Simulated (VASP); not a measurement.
Runs of VASP 6.6.1 on Ru. The structure is that of space group Pm-3m (No. 221), or close to it. The cells are those of the table. 

```csv
cell,gap on the mesh (eV),pressure (GPa)
"a = 2.361 Å, 1 atom",none,47.0
"a = 2.497 Å, 1 atom",none,(b)
"a = 2.464 Å, 1 atom",none,1.1
"a = 2.397 Å, 1 atom",none,(a)
"a = 2.559 Å, 1 atom",none,-22.1
```

Alike in all rows: task single point; level LDA; potentials or basis VASP PAW LDA potentials, release 64 (Ru_pv); no spin polarisation; k mesh 14 × 14 × 14; cutoff (eV) 520; smearing fermi-dirac 0.1 eV.

Fill in the values left out.

(a) 28.3; (b) -8.5.

A k mesh can miss the band edges, and the runs leave out spin-orbit coupling on Ru.

A gap of «none» marks levels without a gap at the run's occupations.
